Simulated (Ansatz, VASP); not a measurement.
## Si: VASP beside Ansatz

```
Si
1.0
     3.83213    0.00000    0.00000
    -1.91606    3.31872    0.00000
     0.00000    0.00000    6.08757
Si
4
Direct
  0.33333 0.66667 0.99773
  0.66667 0.33333 0.49773
  0.33333 0.66667 0.37727
  0.66667 0.33333 0.87727
```

Change from the starting cell: uniaxial_z strain -4.0%.

Alike in both runs: task single point; functional HSE06; k mesh 6 × 6 × 4; no spin polarisation.

|  | VASP | Ansatz |
| --- | --- | --- |
| version | VASP 6.6.1 | Ansatz 0.2.0 |
| potentials or method | VASP PAW PBE potentials, release 64 (Si) | plane waves, PAW |
| plane-wave cutoff (eV) | 520 | 420 |
| occupations | gaussian, width 0.01 eV | fixed |
| valence electrons in the cell | 16 | 16 |

```csv
,VASP,Ansatz,Ansatz less VASP
gap on the k mesh at the Fermi level (eV),0.75,0.73,-0.012
pressure (GPa),3.9,4.2,+0.37
"traceless stress, the component that is largest in VASP (GPa)",5.16,5.14,-0.021
rms of the force components (eV/Å),0.014,0.017,+0.0026
```

Atom by atom the forces differ by 0.003 eV/Å (rms over components). Ansatz's warnings: stress exchange threshold loose, stress scf threshold loose.
